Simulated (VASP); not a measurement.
# Ni (Fm-3m) in VASP: notebook

The runs below take Ni through single point, with r2SCAN.

All numbers are computed with VASP 6.6.1; they aren't measurements. Logs are shortened: lines on timing, memory, paths and dates and some standing lists are left out, and cuts for length are marked.

## 1. The cell of the first run

It takes space group Fm-3m (No. 225, cubic). Conventional cell: a = 3.478 Å, b = 3.478 Å, c = 3.478 Å, α = 90.00°, β = 90.00°, γ = 90.00°. Within 3.2 Å of Ni (site symmetry m-3m) lie 12 Ni at 2.46 Å.

## 2. Single point, r2SCAN, collinear spin, ferromagnetic start

The input, POSCAR:

```
Ni
1.0
    0.0000000000      1.7392116818     -1.7392116818
    0.0000000000      1.7392116818      1.7392116818
    3.4784233636      0.0000000000      0.0000000000
Ni
2
Direct
    0.0000000000      0.0000000000      0.0000000000
    0.5000000000      0.5000000000      0.5000000000
```

The input, INCAR.step1:

```
ALGO = Normal ; EDIFF = 1E-4
ENCUT = 520 ; GGA = PE
ISMEAR = 0 ; ISPIN = 2
LASPH = T ; LCHARG = F
LMAXMIX = 4 ; LREAL = F
LWAVE = T ; MAGMOM = 0.8 0.8
NBANDS = 21 ; NELM = 150
PREC = Accurate ; SIGMA = 0.05
```

The input, INCAR.step2:

```
ALGO = Normal ; EDIFF = 1E-6
ENCUT = 520 ; ISIF = 2
ISMEAR = 0 ; ISPIN = 2
ISTART = 1 ; LASPH = T
LCHARG = T ; LELF = T
LMAXMIX = 4 ; LMIXTAU = T
LORBIT = 11 ; LREAL = F
LVHAR = T ; LWAVE = F
MAGMOM = 0.8 0.8 ; METAGGA = R2SCAN
NBANDS = 21 ; NELM = 150
PREC = Accurate ; SIGMA = 0.05
```

The input, KPOINTS:

```
k-points
0
Gamma
  14 14 10
```

Potentials or basis: VASP PAW PBE potentials, release 64 (Ni).

On the command line:

```
$ cat potpaw_PBE.64/Ni/POTCAR > POTCAR
$ cp INCAR.step1 INCAR
$ mpirun -np 1 vasp_std > vasp.out
$ cp INCAR.step2 INCAR
$ mpirun -np 1 vasp_std > vasp.out
```

OUTCAR:

```text
EDIFF = 1E-6
   ENCUT = 520
   ISIF = 2
   ISMEAR = 0
   ISPIN = 2
   ISTART = 1
   LASPH = T
   LORBIT = 11
   LREAL = F
   METAGGA = R2SCAN
   NELM = 150
   PREC = Accurate

 ion  position               nearest neighbor table
   1  0.000  0.000  0.000-   2 2.46   2 2.46   2 2.46   2 2.46   2 2.46   2 2.46   2 2.46   2 2.46

   2  0.500  0.500  0.500-   1 2.46   1 2.46   1 2.46   1 2.46   1 2.46   1 2.46   1 2.46   1 2.46

  LATTYP: Found a simple tetragonal cell.
 ALAT       =     2.4596167482
 C/A-ratio  =     1.4142135624

  Lattice vectors:

 A1 = (   0.0000000000,   1.7392116818,  -1.7392116818)
 A2 = (   0.0000000000,   1.7392116818,   1.7392116818)
 A3 = (   3.4784233636,   0.0000000000,   0.0000000000)

Analysis of symmetry for initial positions (statically):
=====================================================================
 Subroutine PRICEL returns following result:

  LATTYP: Found a face centered cubic cell.
 ALAT       =     3.4784233636

  Lattice vectors:

 A1 = (  -1.7392116818,  -1.7392116818,   0.0000000000)
 A2 = (  -1.7392116818,   0.0000000000,  -1.7392116818)
 A3 = (  -0.0000000000,  -1.7392116818,  -1.7392116818)

   2 primitive cells build up your supercell.

 Routine SETGRP: Setting up the symmetry group for a
 simple tetragonal supercell.

 Subroutine GETGRP returns: Found 16 space group operations
 (whereof 16 operations were pure point group operations)
 out of a pool of 16 trial point group operations.

The static configuration has the point symmetry D_4h.

Analysis of symmetry for dynamics (positions and initial velocities):
=====================================================================
 Subroutine PRICEL returns following result:

  LATTYP: Found a face centered cubic cell.
 ALAT       =     3.4784233636

  Lattice vectors:

 A1 = (  -1.7392116818,  -1.7392116818,   0.0000000000)
 A2 = (  -1.7392116818,   0.0000000000,  -1.7392116818)
 A3 = (  -0.0000000000,  -1.7392116818,  -1.7392116818)

   2 primitive cells build up your supercell.

 Routine SETGRP: Setting up the symmetry group for a
 simple tetragonal supercell.

 Subroutine GETGRP returns: Found 16 space group operations
 (whereof 16 operations were pure point group operations)
 out of a pool of 16 trial point group operations.

The dynamic configuration has the point symmetry D_4h.

Analysis of structural, dynamic, and magnetic symmetry:
=====================================================================
 Subroutine PRICEL returns following result:

  LATTYP: Found a face centered cubic cell.
 ALAT       =     3.4784233636

  Lattice vectors:

 A1 = (  -1.7392116818,  -1.7392116818,   0.0000000000)
 A2 = (  -1.7392116818,   0.0000000000,  -1.7392116818)
 A3 = (  -0.0000000000,  -1.7392116818,  -1.7392116818)

   2 primitive cells build up your supercell.

 Routine SETGRP: Setting up the symmetry group for a
 simple tetragonal supercell.

 Subroutine GETGRP returns: Found 16 space group operations
 (whereof 16 operations were pure point group operations)
 out of a pool of 16 trial point group operations.

The overall configuration has the point symmetry D_4h.

 Subroutine INISYM returns: Found 16 space group operations
 (whereof 16 operations are pure point group operations),
 and found     2 'primitive' translations

----------------------------------------------------------------------------------------

                                     Primitive cell

  volume of cell :      10.5217

  direct lattice vectors                    reciprocal lattice vectors
    -1.739211682 -1.739211682  0.000000000    -0.287486569 -0.287486569  0.287486569
    -1.739211682  0.000000000 -1.739211682    -0.287486569  0.287486569 -0.287486569
    -0.000000000 -1.739211682 -1.739211682     0.287486569 -0.287486569 -0.287486569

  length of vectors
     2.459616748  2.459616748  2.459616748     0.497941345  0.497941345  0.497941345

  position of ions in fractional coordinates (direct lattice)
     0.000000000  0.000000000  0.000000000

  ion indices of the primitive-cell ions
   primitive index   ion index
                 1           1

----------------------------------------------------------------------------------------

 KPOINTS: k-points

Automatic generation of k-mesh.
 Grid dimensions read from file:
 generate k-points for:   14   14   10

 Generating k-lattice:

  Cartesian coordinates                     Fractional coordinates (reciprocal lattice)
     0.000000000  0.020534755 -0.020534755     0.071428571  0.000000000  0.000000000
     0.000000000  0.020534755  0.020534755     0.000000000  0.071428571  0.000000000
     0.028748657  0.000000000  0.000000000     0.000000000  0.000000000  0.100000000

  Length of vectors
     0.029040529  0.029040529  0.028748657

  Shift w.r.t. Gamma in fractional coordinates (k-lattice)
     0.000000000  0.000000000  0.000000000

 Subroutine IBZKPT returns following result:
 ===========================================

 Found    216 irreducible k-points:

 Following reciprocal coordinates:
            Coordinates               Weight
  0.000000  0.000000  0.000000      1.000000
  0.071429  0.000000  0.000000      4.000000
  0.142857  0.000000  0.000000      4.000000
  0.214286  0.000000  0.000000      4.000000
  0.285714  0.000000  0.000000      4.000000
  0.357143  0.000000  0.000000      4.000000
[... 16 lines left out ...]
  0.285714  0.214286  0.000000      8.000000
  0.357143  0.214286  0.000000      8.000000
 [... further k-points ...]
   k-points           NKPTS =    216   k-points in BZ     NKDIM =    216   number of bands    NBANDS=     21
   number of dos      NEDOS =    301   number of ions     NIONS =      2
   total plane-waves  NPLWV =   9072
   dimension x,y,z NGX =    18 NGY =   18 NGZ =   28
   dimension x,y,z NGXF=    36 NGYF=   36 NGZF=   56
   ions per type =               2
   NGX,Y,Z   is equivalent  to a cutoff of  12.17, 12.17, 13.38 a.u.
   NGXF,Y,Z  is equivalent  to a cutoff of  24.33, 24.33, 26.76 a.u.
 SYSTEM =  unknown system
   PREC   = accura    normal or accurate (medium, high low for compatibility)
   ISTART =      1    job   : 0-new  1-cont  2-samecut
   ICHARG =      0    charge: 1-file 2-atom 10-const
   ISPIN  =      2    spin polarized calculation?
   LNONCOLLINEAR =      F non collinear calculations
   LSORBIT =      F    spin-orbit coupling
   LASPH  =      T    aspherical Exc in radial PAW
   ENCUT  =  520.0 eV  38.22 Ry    6.18 a.u.   4.57  4.57  6.47*2*pi/ulx,y,z
   NELM   =    150;   NELMIN=  2; NELMDL=  0     # of ELM steps
   EDIFF  = 0.1E-05   stopping-criterion for ELM
   LREAL  =      F    real-space projection
   EDIFFG = 0.1E-04   stopping-criterion for IOM
   NSW    =      0    number of steps for IOM
   IBRION =     -1    ionic relax: 0-MD 1-quasi-New 2-CG
   NFREE  =      0    steps in history (QN), initial steepest desc. (CG)
   ISIF   =      2    stress and relaxation
   ISYM   =      2    0-nonsym 1-usesym 2-fastsym
   POTIM  = 0.5000    time-step for ionic-motion
   TEBEG  =    0.0;   TEEND  =   0.0 temperature during run
   PSTRESS=    0.0 pullay stress
   NELECT =      20.0000    total number of electrons
   NUPDOWN=      -1.0000    fix difference up-down
   EMIN   =  10.00;   EMAX   =-10.00  energy-range for DOS
   EFERMI =   0.00;   METHOD = LEGACY
   ISMEAR =     0;   SIGMA  =   0.05  broadening in eV -4-tet -1-fermi 0-gaus
   EFERMI_NEDOS =   21; number of points for ismear=-14 and -15
   IALGO  =     38    algorithm
   IMIX   =      4    mixing-type and parameters
     AMIX     =   0.40;   BMIX     =  1.00
     AMIX_MAG =   1.60;   BMIX_MAG =  1.00
  volume/ion in A,a.u.               =      10.52        71.00
  Fermi-wavevector in a.u.,A,eV,Ry     =   1.609579  3.041664 35.249234  2.590746
  Thomas-Fermi vector in A             =   2.705267
   LORBIT       =     11    0 simple, 1 ext, 2 COOP (PROOUT), +10 PAW based schemes
   METAGGA = R2SCAN    functional components
   LHFCALC =     F    Hartree Fock is set to
   AEXX    =    0.0000 exact exchange contribution
   IVDW    =     0    specifies the selected vdW correction
   LEPSILON=     F    determine dielectric tensor
   LRPA    =     F    only Hartree local field effects (RPA)
 spin polarized calculation
 Gauss-broadening in eV      SIGMA  =   0.05
  energy-cutoff  :      520.00
  volume of cell :       21.04
 maximum number of plane-waves:       592
   NGX =  9   NGY =  9   NGZ = 13

 number of electron      20.0000026 magnetization       1.4811770

 Free energy of the ion-electron system (eV)
  ---------------------------------------------------
  ext. energy  EPLUGINS =         0.00000000
  ---------------------------------------------------
  free energy    TOTEN  =       -23.88903571 eV

  energy without entropy =      -23.88609026  energy(sigma->0) =      -23.88756298

 E-fermi :   9.8099     XC(G=0): -14.6184

 val. band max:        9.8071189896   @ k =   0.5000   0.0000   0.3000
 cond. band min:       9.8102143619   @ k =   0.4286   0.1429   0.2000
 fundamental gap:      0.0030953722
 Fermi energy:         9.8098794906

 spin component 1

 k-point     1 :       0.0000    0.0000    0.0000
  band No.  band energies     occupation
      1       0.1495      1.00000
      2       4.5188      1.00000
      3       4.8948      1.00000
      4       6.7516      1.00000
      5       6.7516      1.00000
      6       6.7520      1.00000
[... 13 lines left out ...]
     20      39.0513      0.00000
     21      39.0517      0.00000

 k-point     2 :       0.0714    0.0000    0.0000
  band No.  band energies     occupation
      1       0.2910      1.00000
      2       4.5910      1.00000
      3       4.9435      1.00000
      4       6.7122      1.00000
      5       6.7803      1.00000
      6       6.7902      1.00000
[... 13 lines left out ...]
     20      38.0883      0.00000
     21      39.2475      0.00000
[... 487 lines left out ...]
      5       6.1145      1.00000
      6       7.3277      1.00000
[... 13 lines left out ...]
     20      37.4588      0.00000
     21      41.1499      0.00000

 k-point    24 :       0.3571    0.2143    0.0000
  band No.  band energies     occupation
      1       3.9978      1.00000
      2       5.4887      1.00000
      3       5.6361      1.00000
      4       5.8203      1.00000
      5       6.3512      1.00000
      6       7.1548      1.00000
[... 13 lines left out ...]
     20      37.6874      0.00000
     21      39.8626      0.00000

 [... further k-points ...]

 spin component 2

 k-point     1 :       0.0000    0.0000    0.0000
  band No.  band energies     occupation
      1      -0.1052      1.00000
      2       4.9449      1.00000
      3       5.9457      1.00000
      4       8.1053      1.00000
      5       8.1053      1.00000
      6       8.1078      1.00000
[... 13 lines left out ...]
     20      39.1664      0.00000
     21      39.1665      0.00000

 k-point     2 :       0.0714    0.0000    0.0000
  band No.  band energies     occupation
      1       0.0374      1.00000
      2       5.0219      1.00000
      3       5.9920      1.00000
      4       8.0562      1.00000
      5       8.1370      1.00000
      6       8.1471      1.00000
[... 13 lines left out ...]
     20      38.2263      0.00000
     21      39.3626      0.00000
[... 487 lines left out ...]
      5       7.1505      1.00000
      6       8.0726      1.00000
[... 13 lines left out ...]
     20      37.9045      0.00000
     21      41.3149      0.00000

 k-point    24 :       0.3571    0.2143    0.0000
  band No.  band energies     occupation
      1       3.9410      1.00000
      2       5.9500      1.00000
      3       6.7819      1.00000
      4       6.8607      1.00000
      5       7.3380      1.00000
      6       7.9427      1.00000
[... 13 lines left out ...]
     20      38.0869      0.00000
     21      39.9836      0.00000

 [... further k-points ...]

------------------------ aborting loop because EDIFF is reached ----------------------------------------

  FORCE on cell =-STRESS in cart. coord.  units (eV):
  Direction    XX          YY          ZZ          XY          YZ          ZX
  --------------------------------------------------------------------------------------
  -------------------------------------------------------------------------------------
  Total        0.0260518      0.0706658      0.0706658      0.0000000      0.0000000      0.0000000
  in kB        1.9834929      5.3802548      5.3802548      0.0000000      0.0000000      0.0000000
  external PRESSURE =       4.2480008 kB  Pullay stress =       0.0000000 kB

 VOLUME and BASIS-vectors are now :
 -----------------------------------------------------------------------------
  energy-cutoff  :      520.00
  volume of cell :       21.04
      direct lattice vectors                 reciprocal lattice vectors
     0.000000000  1.739211682 -1.739211682     0.000000000  0.287486569 -0.287486569
     0.000000000  1.739211682  1.739211682     0.000000000  0.287486569  0.287486569
     3.478423364  0.000000000  0.000000000     0.287486569  0.000000000  0.000000000

 POSITION                                       TOTAL-FORCE (eV/Angst)
 -----------------------------------------------------------------------------------
      0.00000      0.00000      0.00000         0.000000     -0.000000      0.000000
      1.73921      1.73921      0.00000         0.000000      0.000000     -0.000000
 -----------------------------------------------------------------------------------
    total drift:                               -0.000000     -0.000000     -0.000000

  FREE ENERGIE OF THE ION-ELECTRON SYSTEM (eV)
  ---------------------------------------------------
  free  energy   TOTEN  =       -23.8890357098 eV

  energy  without entropy=      -23.8860902576  energy(sigma->0) =      -23.88756298

 total charge

# of ion       s       p       d       tot
------------------------------------------
    1        0.530   0.551   8.326   9.407
    2        0.530   0.551   8.326   9.407
--------------------------------------------------
tot          1.059   1.101  16.653  18.813

 magnetization (x)

# of ion       s       p       d       tot
------------------------------------------
    1       -0.009  -0.043   0.812   0.759
    2       -0.009  -0.043   0.812   0.759
--------------------------------------------------
tot         -0.019  -0.087   1.624   1.519
```

It took 3.8 min on 1 thread of Intel Xeon 6975P-C (Granite Rapids), shared host; peak memory 0.24 GiB.

What came out:

```yaml
Free_energy: -23.8890 eV
Pressure: 0.4 GPa
Net_moment: 1.48 μB per cell
Site_moments: Ni +0.76 μB
Valence_electrons_inside_the_program's_atomic_spheres: Ni 9.41
```

Stress tensor (GPa, compression positive):
```
0.20 0.00 0.00
0.00 0.54 0.00
0.00 0.00 0.54
```

Caveat: the PAW data sets were made with another functional, which shifts forces and pressure a little.

## 3. Single point, r2SCAN, collinear spin, antiferromagnetic start

POSCAR is that of step 2.

The input, INCAR.step1:

```
SYSTEM = Ni
PREC = Accurate ; ENCUT = 520
ISMEAR = 0 ; SIGMA = 0.05
LREAL = .FALSE. ; LASPH = .TRUE.
NELM = 150 ; ISPIN = 2
MAGMOM = 0.8 -0.8 ; LMAXMIX = 4
NBANDS = 21 ; GGA = PE
ALGO = Normal ; EDIFF = 1E-4
LWAVE = .TRUE. ; LCHARG = .FALSE.
```

The input, INCAR.step2:

```
SYSTEM = Ni
PREC = Accurate ; ENCUT = 520
EDIFF = 1E-7 ; ISMEAR = 0
SIGMA = 0.05 ; LREAL = .FALSE.
LASPH = .TRUE. ; NELM = 150
ALGO = Normal ; ISIF = 2
LWAVE = .FALSE. ; LCHARG = .TRUE.
ISPIN = 2 ; MAGMOM = 0.8 -0.8
LORBIT = 11 ; LMAXMIX = 4
METAGGA = R2SCAN ; LMIXTAU = .TRUE.
LELF = .TRUE. ; LVHAR = .TRUE.
NBANDS = 21 ; ISTART = 1
```

The input, KPOINTS:

```
Automatic mesh
0
G
  14 14 10
  0 0 0
```

Potentials or basis: VASP PAW PBE potentials, release 64 (Ni).

On the command line:

```
$ cat potpaw_PBE.64/Ni/POTCAR > POTCAR
$ cp INCAR.step1 INCAR
$ mpirun -np 1 vasp_std > vasp.out
$ cp INCAR.step2 INCAR
$ mpirun -np 1 vasp_std > vasp.out
```

OUTCAR:

```text
SYSTEM = Ni
   PREC = Accurate
   ENCUT = 520
   EDIFF = 1E-7
   ISMEAR = 0
   LREAL = .FALSE.
   LASPH = .TRUE.
   NELM = 150
   ISIF = 2
   ISPIN = 2
   LORBIT = 11
   METAGGA = R2SCAN
   ISTART = 1

 ion  position               nearest neighbor table
   1  0.000  0.000  0.000-   2 2.46   2 2.46   2 2.46   2 2.46   2 2.46   2 2.46   2 2.46   2 2.46

   2  0.500  0.500  0.500-   1 2.46   1 2.46   1 2.46   1 2.46   1 2.46   1 2.46   1 2.46   1 2.46

  LATTYP: Found a simple tetragonal cell.
 ALAT       =     2.4596167482
 C/A-ratio  =     1.4142135624

  Lattice vectors:

 A1 = (   0.0000000000,   1.7392116818,  -1.7392116818)
 A2 = (   0.0000000000,   1.7392116818,   1.7392116818)
 A3 = (   3.4784233636,   0.0000000000,   0.0000000000)

[... 1397 lines left out ...]
  energy-cutoff  :      520.00
  volume of cell :       21.04
      direct lattice vectors                 reciprocal lattice vectors
     0.000000000  1.739211682 -1.739211682     0.000000000  0.287486569 -0.287486569
     0.000000000  1.739211682  1.739211682     0.000000000  0.287486569  0.287486569
     3.478423364  0.000000000  0.000000000     0.287486569  0.000000000  0.000000000

 POSITION                                       TOTAL-FORCE (eV/Angst)
 -----------------------------------------------------------------------------------
      0.00000      0.00000      0.00000         0.000000      0.000000      0.000000
      1.73921      1.73921      0.00000         0.000000     -0.000000     -0.000000
 -----------------------------------------------------------------------------------
    total drift:                               -0.000000     -0.000000     -0.000000

  FREE ENERGIE OF THE ION-ELECTRON SYSTEM (eV)
  ---------------------------------------------------
  free  energy   TOTEN  =       -23.6792635274 eV

  energy  without entropy=      -23.6740736510  energy(sigma->0) =      -23.67666859

 total charge

# of ion       s       p       d       tot
------------------------------------------
    1        0.522   0.537   8.355   9.413
    2        0.522   0.537   8.355   9.413
--------------------------------------------------
tot          1.044   1.073  16.709  18.826

 magnetization (x)

# of ion       s       p       d       tot
------------------------------------------
    1       -0.001   0.003   0.268   0.270
    2        0.001  -0.003  -0.268  -0.270
--------------------------------------------------
tot          0.000   0.000   0.000   0.000
```

OUTCAR.step1:

```text
SYSTEM = Ni
   PREC = Accurate
   ENCUT = 520
   ISMEAR = 0
   LREAL = .FALSE.
   LASPH = .TRUE.
[... 1426 lines left out ...]
      0.00000      0.00000      0.00000         0.000000     -0.000000     -0.000000
      1.73921      1.73921      0.00000        -0.000000      0.000000      0.000000
 -----------------------------------------------------------------------------------
    total drift:                               -0.000000     -0.000000     -0.000000

  FREE ENERGIE OF THE ION-ELECTRON SYSTEM (eV)
  ---------------------------------------------------
  free  energy   TOTEN  =       -10.8204309770 eV

  energy  without entropy=      -10.8119000296  energy(sigma->0) =      -10.81616550
```

Run time: 4.1 min. Hardware: 1 thread of Intel Xeon 6975P-C (Granite Rapids), shared host; peak memory 0.24 GiB.

Results:

```yaml
Free_energy: -23.6793 eV
Pressure: -1.6 GPa
Band_gap_on_the_k_mesh: zero (filled and empty bands overlap)
Net_moment: 0.00 μB per cell
Site_moments: Ni +0.27, -0.27 μB
Valence_electrons_inside_the_program's_atomic_spheres: Ni 9.41
```

Caveat: the PAW data sets were made with another functional, which shifts forces and pressure a little.
